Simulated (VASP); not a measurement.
# Cu (P6_3/mmc) in VASP: further runs, part 2 of 2

VASP 6.6.1. Earlier steps stand in the parts before.

**3. Single point, PBEsol (11.91 Å³/atom)**

This run uses another cell than the first one, of 11.91 Å³/atom.

The input, INCAR:

```
PREC = Accurate
ENCUT = 520
EDIFF = 1E-7
ISMEAR = -1
SIGMA = 0.05
LREAL = False
LASPH = True
NELM = 80
ALGO = Normal
ISIF = 2
LWAVE = False
LCHARG = False
GGA = PS
NBANDS = 30
```

The input, KPOINTS:

```
regular mesh
0
Gamma
  12 12 4
```

The input, POSCAR:

```
Cu
1.0
    2.5640673725      0.0000000000      0.0000000000
   -1.2820336863      2.2205474816      0.0000000000
    0.0000000000      0.0000000000      8.3705356409
Cu
4
Direct
    0.6666666667      0.3333333333      0.7500000000
    0.0000000000      0.0000000000      0.5000000000
    0.3333333333      0.6666666667      0.2500000000
    0.0000000000      0.0000000000      0.0000000000
```

Potentials or basis: VASP PAW PBE potentials, release 64 (Cu).

Started as:

```console
cat potpaw_PBE.64/Cu/POTCAR > POTCAR
mpirun -np 1 vasp_std > vasp.out
```

OUTCAR:

```text
PREC = Accurate
   ENCUT = 520
   EDIFF = 1E-7
   ISMEAR = -1
   LREAL = False
   LASPH = True
   NELM = 80
   ISIF = 2
   GGA = PS

 ion  position               nearest neighbor table
   1  0.667  0.333  0.750-   2 2.56   4 2.56   2 2.56   4 2.56   2 2.56   4 2.56
   2  0.000  0.000  0.500-   1 2.56   3 2.56   1 2.56   3 2.56   1 2.56   3 2.56
   3  0.333  0.667  0.250-   2 2.56   4 2.56   2 2.56   4 2.56   2 2.56   4 2.56
   4  0.000  0.000  0.000-   1 2.56   3 2.56   1 2.56   3 2.56   1 2.56   3 2.56

  LATTYP: Found a hexagonal cell.
 ALAT       =     2.5640673725
 C/A-ratio  =     3.2645537051

  Lattice vectors:

 A1 = (   2.5640673725,   0.0000000000,   0.0000000000)
 A2 = (  -1.2820336863,   2.2205474816,   0.0000000000)
 A3 = (   0.0000000000,   0.0000000000,   8.3705356409)

Analysis of symmetry for initial positions (statically):
=====================================================================
 Subroutine PRICEL returns:
 Original cell was already a primitive cell.

 Routine SETGRP: Setting up the symmetry group for a
 hexagonal supercell.

 Subroutine GETGRP returns: Found 24 space group operations
[... 170 lines left out ...]

 E-fermi :   7.1928     XC(G=0): -12.8562

 val. band max:        7.1680663387   @ k =   0.4167   0.0833   0.5000
 cond. band min:       7.3245652371   @ k =   0.5000  -0.0000   0.5000
 fundamental gap:      0.1564988984
 Fermi energy:         7.1928142903

 k-point     1 :       0.0000    0.0000    0.0000
  band No.  band energies     occupation
      1      -2.0296      2.00000
      2       0.0759      2.00000
      3       0.0899      2.00000
      4       2.2497      2.00000
      5       4.0467      2.00000
      6       4.0494      2.00000
[... 781 lines left out ...]
     29      19.6765      0.00000
     30      20.4361      0.00000

 [... further k-points ...]

------------------------ aborting loop because EDIFF is reached ----------------------------------------

  FORCE on cell =-STRESS in cart. coord.  units (eV):
  Direction    XX          YY          ZZ          XY          YZ          ZX
  --------------------------------------------------------------------------------------
  -------------------------------------------------------------------------------------
  Total       -1.9604532     -1.9604532     -2.1202341      0.0000000      0.0000000      0.0000000
  in kB      -65.9059019    -65.9059019    -71.2773674      0.0000000      0.0000000      0.0000000
  external PRESSURE =     -67.6963904 kB  Pullay stress =       0.0000000 kB

 VOLUME and BASIS-vectors are now :
 -----------------------------------------------------------------------------
  energy-cutoff  :      520.00
  volume of cell :       47.66
      direct lattice vectors                 reciprocal lattice vectors
     2.564067372  0.000000000  0.000000000     0.390005353  0.225169695  0.000000000
    -1.282033686  2.220547482  0.000000000     0.000000000  0.450339391  0.000000000
     0.000000000  0.000000000  8.370535641     0.000000000  0.000000000  0.119466668

 POSITION                                       TOTAL-FORCE (eV/Angst)
 -----------------------------------------------------------------------------------
      1.28203      0.74018      6.27790         0.000000     -0.000000      0.000000
      0.00000      0.00000      4.18527        -0.000000      0.000000     -0.000000
     -0.00000      1.48036      2.09263        -0.000000      0.000000     -0.000000
      0.00000      0.00000      0.00000         0.000000      0.000000     -0.000000
 -----------------------------------------------------------------------------------
    total drift:                                0.000000     -0.000000      0.000000

  FREE ENERGIE OF THE ION-ELECTRON SYSTEM (eV)
  ---------------------------------------------------
  free  energy   TOTEN  =       -17.1642618592 eV

  energy  without entropy=      -17.1511960862  energy(sigma->0) =      -17.15772897
```

OSZICAR:

```text
N       E                     dE             d eps       ncg     rms          rms(c)
DAV:   1     0.330399087747E+03    0.33040E+03   -0.19913E+04  3628   0.263E+03
DAV:   2     0.812295732326E+01   -0.32228E+03   -0.31059E+03  3420   0.387E+02
DAV:   3    -0.207298188540E+02   -0.28853E+02   -0.27327E+02  3794   0.163E+02
DAV:   4    -0.214814393703E+02   -0.75162E+00   -0.74980E+00  3926   0.352E+01
DAV:   5    -0.214910918185E+02   -0.96524E-02   -0.96519E-02  4382   0.391E+00    0.168E+01
DAV:   6    -0.189464158414E+02    0.25447E+01   -0.36426E+01  3774   0.128E+02    0.884E+00
DAV:   7    -0.172052736523E+02    0.17411E+01   -0.70951E+00  3920   0.545E+01    0.798E-01
DAV:   8    -0.171782102719E+02    0.27063E-01   -0.14267E-01  4610   0.647E+00    0.899E-01
DAV:   9    -0.171711321097E+02    0.70782E-02   -0.17004E-02  4028   0.428E+00    0.626E-01
DAV:  10    -0.171641554083E+02    0.69767E-02   -0.14640E-02  4032   0.249E+00    0.260E-02
DAV:  11    -0.171642701836E+02   -0.11478E-03   -0.10136E-03  3920   0.394E-01    0.270E-02
DAV:  12    -0.171642607874E+02    0.93962E-05   -0.33567E-05  4506   0.129E-01    0.735E-03
DAV:  13    -0.171642620136E+02   -0.12262E-05   -0.75378E-06  4786   0.586E-02    0.359E-03
DAV:  14    -0.171642619226E+02    0.90996E-07   -0.10103E-06  3908   0.183E-02    0.633E-04
DAV:  15    -0.171642618592E+02    0.63403E-07   -0.48899E-08  2292   0.565E-03
   1 F= -.17164262E+02 E0= -.17157729E+02  d E =-.130658E-01
```

Run time: 2.5 min. Hardware: 1 thread of Intel Xeon 8259CL, shared host; peak memory 0.2 GiB.

What came out:

| Property | Result |
| --- | --- |
| Free energy | -17.1643 eV |
| Pressure | -6.8 GPa |
| Band gap on the k mesh | zero (bands 22 and 23 overlap by 5.09 eV) |

Stress tensor (GPa, compression positive):
```
-6.59  0.00  0.00
 0.00 -6.59  0.00
 0.00  0.00 -7.13
```

Levels at points of the mesh, in eV from the Fermi level:
```tsv
k point	band 19	band 20	band 21	band 22	band 23	band 24	band 25	band 26
(0.00, 0.00, 0.00)	-1.99	-1.84	-1.84	-1.55	-1.55	-0.91	3.80	12.45
(0.50, 0.00, 0.00)	-1.42	-1.41	-0.51	0.50	1.03	1.60	4.60	4.63
(0.00, 0.00, 0.50)	-2.12	-2.12	-1.67	-1.67	-1.67	-1.67	6.92	6.92
(0.50, 0.00, 0.50)	-1.43	-1.43	0.13	0.13	1.41	1.41	5.12	5.12
```

Caveat: the cell stands under tension; the PAW data sets were made with another functional, which shifts forces and pressure a little.

The gap in the log of VASP goes by the Fermi energy; the results here count the filled bands.